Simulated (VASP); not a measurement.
# Ge (Fd-3m) in VASP: further runs

The runs below take Ge through single point, relaxation of cell and atoms, with PBEsol.

All numbers are computed with VASP 6.6.1; they aren't measurements. Logs are shortened: lines on timing, memory, paths and dates and some standing lists are left out, and cuts for length are marked.

**Experimental background.**

“Electronic and optical properties of SixGe1-x-ySny alloys lattice-matched to Ge”, 2021, arxiv:2109.02782 reports, for a bulk crystal of Ge at 300 K: band gap 0.807 eV (direct).

How close the calculation comes is told below.

### Step 1. The cell of the first run

Symmetry: Fd-3m, No. 227, cubic system. The conventional cell has a = 5.676 Å, b = 5.676 Å, c = 5.676 Å, α = 90.00°, β = 90.00°, γ = 90.00°. Within 3.2 Å of Ge (site symmetry -43m) lie 4 Ge at 2.46 Å.

### Step 2. Single point, PBEsol

INCAR

```
  PREC = Accurate
  ENCUT = 520
  EDIFF = 1E-7
  ISMEAR = -1
  SIGMA = 0.05
  LREAL = False
  LASPH = True
  NELM = 60
  ALGO = Normal
  ISIF = 2
  LWAVE = False
  LCHARG = True
  GGA = PS
  LELF = True
  LVHAR = True
  NBANDS = 21
```

KPOINTS

```
Automatic mesh
0
Gamma
  8 8 8
```

POSCAR

```
Ge
1.0
    0.0000000000      2.8380872174      2.8380872174
    2.8380872174      0.0000000000      2.8380872174
    2.8380872174      2.8380872174      0.0000000000
Ge
2
Direct
    0.7500000000      0.7500000000      0.7500000000
    0.5000000000      0.5000000000      0.5000000000
```

Potentials or basis: VASP PAW PBE potentials, release 64 (Ge_d).

The run is started by

```bash
> cat potpaw_PBE.64/Ge_d/POTCAR > POTCAR
> mpirun -np 1 vasp_std > vasp.out
```

OUTCAR:

```text
PREC = Accurate
   ENCUT = 520
   EDIFF = 1E-7
   ISMEAR = -1
   LREAL = False
   LASPH = True
   NELM = 60
   ISIF = 2
   GGA = PS

 ion  position               nearest neighbor table
   1  0.750  0.750  0.750-   2 2.46   2 2.46   2 2.46   2 2.46
   2  0.500  0.500  0.500-   1 2.46   1 2.46   1 2.46   1 2.46

  LATTYP: Found a face centered cubic cell.
 ALAT       =     5.6761744348

  Lattice vectors:

 A1 = (   0.0000000000,   2.8380872174,   2.8380872174)
 A2 = (   2.8380872174,   0.0000000000,   2.8380872174)
 A3 = (   2.8380872174,   2.8380872174,   0.0000000000)

Analysis of symmetry for initial positions (statically):
=====================================================================
 Subroutine PRICEL returns:
 Original cell was already a primitive cell.

 Routine SETGRP: Setting up the symmetry group for a
 face centered cubic supercell.

 Subroutine GETGRP returns: Found 48 space group operations
 (whereof 24 operations were pure point group operations)
 out of a pool of 48 trial point group operations.

The static configuration has the point symmetry T_d .
 The point group associated with its full space group is O_h .

Analysis of symmetry for dynamics (positions and initial velocities):
=====================================================================
 Subroutine PRICEL returns:
 Original cell was already a primitive cell.

 Routine SETGRP: Setting up the symmetry group for a
 face centered cubic supercell.

 Subroutine GETGRP returns: Found 48 space group operations
 (whereof 24 operations were pure point group operations)
 out of a pool of 48 trial point group operations.

The dynamic configuration has the point symmetry T_d .
 The point group associated with its full space group is O_h .

 Subroutine INISYM returns: Found 48 space group operations
 (whereof 24 operations are pure point group operations),
 and found     1 'primitive' translations

----------------------------------------------------------------------------------------

                                     Primitive cell

  volume of cell :      45.7201

  direct lattice vectors                    reciprocal lattice vectors
     0.000000000  2.838087217  2.838087217    -0.176174995  0.176174995  0.176174995
     2.838087217  0.000000000  2.838087217     0.176174995 -0.176174995  0.176174995
     2.838087217  2.838087217  0.000000000     0.176174995  0.176174995 -0.176174995

  length of vectors
     4.013661434  4.013661434  4.013661434     0.305144042  0.305144042  0.305144042

  position of ions in fractional coordinates (direct lattice)
     0.750000000  0.750000000  0.750000000
     0.500000000  0.500000000  0.500000000

  ion indices of the primitive-cell ions
   primitive index   ion index
                 1           1
                 2           2

----------------------------------------------------------------------------------------

 KPOINTS: Automatic mesh

Automatic generation of k-mesh.
 Grid dimensions read from file:
 generate k-points for:    8    8    8

 Generating k-lattice:

  Cartesian coordinates                     Fractional coordinates (reciprocal lattice)
    -0.022021874  0.022021874  0.022021874     0.125000000  0.000000000  0.000000000
     0.022021874 -0.022021874  0.022021874     0.000000000  0.125000000  0.000000000
     0.022021874  0.022021874 -0.022021874     0.000000000  0.000000000  0.125000000

  Length of vectors
     0.038143005  0.038143005  0.038143005

  Shift w.r.t. Gamma in fractional coordinates (k-lattice)
     0.000000000  0.000000000  0.000000000

 Subroutine IBZKPT returns following result:
 ===========================================

 Found     29 irreducible k-points:

 Following reciprocal coordinates:
            Coordinates               Weight
  0.000000  0.000000  0.000000      1.000000
  0.125000  0.000000  0.000000      8.000000
  0.250000  0.000000  0.000000      8.000000
  0.375000  0.000000  0.000000      8.000000
  0.500000  0.000000  0.000000      4.000000
  0.125000  0.125000  0.000000      6.000000
[... 16 lines left out ...]
  0.500000  0.250000  0.125000     48.000000
 -0.375000  0.250000  0.125000     24.000000
 [... further k-points ...]
   k-points           NKPTS =     29   k-points in BZ     NKDIM =     29   number of bands    NBANDS=     21
   number of dos      NEDOS =    301   number of ions     NIONS =      2
   total plane-waves  NPLWV =  27000
   dimension x,y,z NGX =    30 NGY =   30 NGZ =   30
   dimension x,y,z NGXF=    60 NGYF=   60 NGZF=   60
   ions per type =               2
   NGX,Y,Z   is equivalent  to a cutoff of  12.43, 12.43, 12.43 a.u.
   NGXF,Y,Z  is equivalent  to a cutoff of  24.85, 24.85, 24.85 a.u.
 SYSTEM =  unknown system
   PREC   = accura    normal or accurate (medium, high low for compatibility)
   ISTART =      0    job   : 0-new  1-cont  2-samecut
   ICHARG =      2    charge: 1-file 2-atom 10-const
   ISPIN  =      1    spin polarized calculation?
   LNONCOLLINEAR =      F non collinear calculations
   LSORBIT =      F    spin-orbit coupling
   LASPH  =      T    aspherical Exc in radial PAW
   ENCUT  =  520.0 eV  38.22 Ry    6.18 a.u.   7.46  7.46  7.46*2*pi/ulx,y,z
   NELM   =     60;   NELMIN=  2; NELMDL= -5     # of ELM steps
   EDIFF  = 0.1E-06   stopping-criterion for ELM
   LREAL  =      F    real-space projection
   EDIFFG = 0.1E-05   stopping-criterion for IOM
   NSW    =      0    number of steps for IOM
   IBRION =     -1    ionic relax: 0-MD 1-quasi-New 2-CG
   NFREE  =      0    steps in history (QN), initial steepest desc. (CG)
   ISIF   =      2    stress and relaxation
   ISYM   =      2    0-nonsym 1-usesym 2-fastsym
   POTIM  = 0.5000    time-step for ionic-motion
   TEBEG  =    0.0;   TEEND  =   0.0 temperature during run
   PSTRESS=    0.0 pullay stress
   NELECT =      28.0000    total number of electrons
   NUPDOWN=      -1.0000    fix difference up-down
   EMIN   =  10.00;   EMAX   =-10.00  energy-range for DOS
   EFERMI =   0.00;   METHOD = LEGACY
   ISMEAR =    -1;   SIGMA  =   0.05  broadening in eV -4-tet -1-fermi 0-gaus
   EFERMI_NEDOS =   21; number of points for ismear=-14 and -15
   IALGO  =     38    algorithm
   IMIX   =      4    mixing-type and parameters
     AMIX     =   0.40;   BMIX     =  1.00
     AMIX_MAG =   1.60;   BMIX_MAG =  1.00
  volume/ion in A,a.u.               =      22.86       154.27
  Fermi-wavevector in a.u.,A,eV,Ry     =   1.390246  2.627185 26.297136  1.932785
  Thomas-Fermi vector in A             =   2.514200
   LORBIT       =      0    0 simple, 1 ext, 2 COOP (PROOUT), +10 PAW based schemes
   GGA     = PS    functional components
   LHFCALC =     F    Hartree Fock is set to
   AEXX    =    0.0000 exact exchange contribution
   IVDW    =     0    specifies the selected vdW correction
   LEPSILON=     F    determine dielectric tensor
   LRPA    =     F    only Hartree local field effects (RPA)
 non-spin polarized calculation
  energy-cutoff  :      520.00
  volume of cell :       45.72
 maximum number of plane-waves:      1249
 NGX is ok and might be reduce to    30
   NGX = 15   NGY = 15   NGZ = 15

 number of electron      28.0000014 magnetization

 Free energy of the ion-electron system (eV)
  ---------------------------------------------------
  ext. energy  EPLUGINS =         0.00000000
  ---------------------------------------------------
  free energy    TOTEN  =        -9.86361489 eV

  energy without entropy =       -9.86268015  energy(sigma->0) =       -9.86314752

 E-fermi :   4.7704     XC(G=0): -10.0812

 val. band max:        4.7695498565   @ k =   0.0000   0.0000   0.0000
 cond. band min:       4.8622987983   @ k =   0.5000   0.0000   0.0000
 fundamental gap:      0.0927489418
 Fermi energy:         4.7703802346

 k-point     1 :       0.0000    0.0000    0.0000
  band No.  band energies     occupation
      1     -19.9793      2.00000
      2     -19.9793      2.00000
      3     -19.9793      2.00000
      4     -19.9435      2.00000
      5     -19.9435      2.00000
      6     -19.7365      2.00000
[... 13 lines left out ...]
     20      14.2223      0.00000
     21      14.2223      0.00000

 k-point     2 :       0.1250    0.0000    0.0000
  band No.  band energies     occupation
      1     -19.9872      2.00000
      2     -19.9872      2.00000
      3     -19.9768      2.00000
      4     -19.9323      2.00000
      5     -19.9323      2.00000
      6     -19.7484      2.00000
[... 13 lines left out ...]
     20      13.2913      0.00000
     21      13.2913      0.00000

 k-point     3 :       0.2500    0.0000    0.0000
  band No.  band energies     occupation
      1     -19.9971      2.00000
      2     -19.9971      2.00000
      3     -19.9707      2.00000
      4     -19.9155      2.00000
      5     -19.9155      2.00000
      6     -19.7620      2.00000
[... 13 lines left out ...]
     20      13.0355      0.00000
     21      13.0355      0.00000

 k-point     4 :       0.3750    0.0000    0.0000
  band No.  band energies     occupation
      1     -20.0020      2.00000
      2     -20.0020      2.00000
      3     -19.9645      2.00000
      4     -19.9052      2.00000
      5     -19.9052      2.00000
      6     -19.7691      2.00000
[... 13 lines left out ...]
     20      14.2007      0.00000
     21      14.2007      0.00000

 k-point     5 :       0.5000    0.0000    0.0000
  band No.  band energies     occupation
      1     -20.0033      2.00000
      2     -20.0033      2.00000
      3     -19.9618      2.00000
      4     -19.9024      2.00000
      5     -19.9024      2.00000
      6     -19.7707      2.00000
[... 13 lines left out ...]
     20      15.6741      0.00000
     21      15.8823      0.00000
[... 382 lines left out ...]
     20      16.1843      0.00000
     21      17.5036      0.00000

 k-point    22 :       0.3750    0.2500    0.1250
  band No.  band energies     occupation
      1     -20.0073      2.00000
      2     -20.0049      2.00000
      3     -19.9627      2.00000
      4     -19.9080      2.00000
      5     -19.8800      2.00000
      6     -19.8118      2.00000
[... 13 lines left out ...]
     20      14.7172      0.00000
     21      15.0550      0.00000

 k-point    23 :       0.5000    0.2500    0.1250
  band No.  band energies     occupation
      1     -20.0190      2.00000
      2     -20.0112      2.00000
      3     -19.9413      2.00000
      4     -19.8933      2.00000
      5     -19.8676      2.00000
      6     -19.8203      2.00000
[... 13 lines left out ...]
     20      14.2935      0.00000
     21      16.1363      0.00000

 k-point    24 :      -0.3750    0.2500    0.1250
  band No.  band energies     occupation
      1     -20.0241      2.00000
      2     -20.0126      2.00000
      3     -19.9316      2.00000
      4     -19.8825      2.00000
      5     -19.8690      2.00000
      6     -19.8153      2.00000
[... 13 lines left out ...]
     20      15.5730      0.00000
     21      16.1102      0.00000

 [... further k-points ...]

------------------------ aborting loop because EDIFF is reached ----------------------------------------

  FORCE on cell =-STRESS in cart. coord.  units (eV):
  Direction    XX          YY          ZZ          XY          YZ          ZX
  --------------------------------------------------------------------------------------
  -------------------------------------------------------------------------------------
  Total       -0.0270863     -0.0270863     -0.0270863      0.0000000      0.0000000     -0.0000000
  in kB       -0.9491896     -0.9491896     -0.9491896      0.0000000      0.0000000     -0.0000000
  external PRESSURE =      -0.9491896 kB  Pullay stress =       0.0000000 kB

 VOLUME and BASIS-vectors are now :
 -----------------------------------------------------------------------------
  energy-cutoff  :      520.00
  volume of cell :       45.72
      direct lattice vectors                 reciprocal lattice vectors
     0.000000000  2.838087217  2.838087217    -0.176174995  0.176174995  0.176174995
     2.838087217  0.000000000  2.838087217     0.176174995 -0.176174995  0.176174995
     2.838087217  2.838087217  0.000000000     0.176174995  0.176174995 -0.176174995

 POSITION                                       TOTAL-FORCE (eV/Angst)
 -----------------------------------------------------------------------------------
      4.25713      4.25713      4.25713         0.000000      0.000000     -0.000000
      2.83809      2.83809      2.83809        -0.000000     -0.000000      0.000000
 -----------------------------------------------------------------------------------
    total drift:                                0.000000     -0.000000     -0.000000

  FREE ENERGIE OF THE ION-ELECTRON SYSTEM (eV)
  ---------------------------------------------------
  free  energy   TOTEN  =        -9.8636148853 eV

  energy  without entropy=       -9.8626801516  energy(sigma->0) =       -9.86314752
```

Run time: 13 s. Hardware: 1 thread of Intel Xeon 6975P-C (Granite Rapids), shared host; peak memory 0.16 GiB.

What came out:

| Property | Result |
| --- | --- |
| Free energy | -9.8636 eV |
| Pressure | -0.1 GPa |
| Band gap on the k mesh | zero (filled and empty bands touch) |

Caveat: the PAW data sets were made with another functional, which shifts forces and pressure a little.

### Step 3. Relaxation of cell and atoms, PBEsol

This run uses another cell than the first one, of 22.64 Å³/atom, 0.990 times its volume.

INCAR

```
PREC = Accurate
ENCUT = 600
EDIFF = 1E-7
ISMEAR = -1
SIGMA = 0.05
LREAL = False
LASPH = True
NELM = 80
ALGO = Normal
ISIF = 3
LWAVE = False
LCHARG = False
GGA = PS
IBRION = 2
NSW = 60
EDIFFG = -0.01
```

KPOINTS is that of step 2.

POSCAR

```
Ge
1.0
    0.0000000000      2.8289100000      2.8289100000
    2.8289100000      0.0000000000      2.8289100000
    2.8289100000      2.8289100000      0.0000000000
Ge
2
Direct
    0.7500000000      0.7500000000      0.7500000000
    0.5000000000      0.5000000000      0.5000000000
```

Potentials or basis: VASP PAW PBE potentials, release 64 (Ge_d).

The run is started by

```bash
> cat potpaw_PBE.64/Ge_d/POTCAR > POTCAR
> mpirun -np 1 vasp_std > vasp.out
```

Run time: 19 s. Hardware: 1 thread of Intel Xeon 6975P-C (Granite Rapids), shared host; peak memory 0.18 GiB.

It converged, with:

* Free energy: -9.8637 eV
* Relaxed volume: 22.86 Å³/atom
* Relaxed cell: a = 4.014 Å, b = 4.014 Å, c = 4.014 Å, α = 60.00°, β = 60.00°, γ = 60.00°
* Space group after relaxing (to 0.05 Å): Fd-3m (No. 227)
* Energy gained by relaxing: 0.4 meV/atom
* Ionic steps: 3
* Pressure after relaxing: -0.1 GPa
* Band gap on the k mesh: zero (filled and empty bands touch)

Step by step:
| step | energy change (eV) | largest force (eV/Å) | pressure (GPa) | volume (Å³) |
| --- | --- | --- | --- | --- |
| 1 | 0.0000 | 0.0000 | 0.57 | 45.28 |
| 2 | -0.0007 | 0.0000 | -0.07 | 45.81 |
| 3 | -0.0008 | 0.0000 | -0.07 | 45.72 |

Final structure:
```yaml
crystal:
  lattice:
    - [0.00000, 2.83812, 2.83812]
    - [2.83812, 0.00000, 2.83812]
    - [2.83812, 2.83812, 0.00000]
  atoms:
    - { symbol: Ge, position: [0.75000, 0.75000, 0.75000] }
    - { symbol: Ge, position: [0.50000, 0.50000, 0.50000] }
```

Levels at points of the mesh, in eV from the Fermi level:
```
           k point  band 11  band 12  band 13  band 14  band 15  band 16  band 17  band 18
(0.00, 0.00, 0.00)   -12.72    -0.10     0.00     0.00     0.00     2.53     2.53     2.53
(0.50, 0.00, 0.00)   -10.65    -7.58    -1.39    -1.39     0.09     3.71     3.71     6.96
(0.50, 0.50, 0.00)    -8.87    -8.87    -3.06    -3.06     0.68     0.68     9.41     9.41
```

Caveat: the PAW data sets were made with another functional, which shifts forces and pressure a little.

### Step 4. Against experiment

Step 2. Measured gap of Ge: 0.807 eV (direct; 300 K; “Electronic and optical properties of SixGe1-x-ySny alloys lattice-matched to Ge”, 2021, arxiv:2109.02782). This calculation gives 0.00 eV (-0.81 eV). 3 values of this kind are on record (0.666 to 0.807 eV); this one was drawn at random among those near their median. Spin-orbit coupling on Ge is left out. The value is that of PBEsol on a finite k mesh, which can miss the band edges, without temperature or zero-point motion. Semilocal functionals fall short of measured gaps as a rule.

Step 3. The cell as given is a measured one (22.64 Å³/atom); PBEsol puts the equilibrium volume +1.0 % from it, thermal expansion not counted.
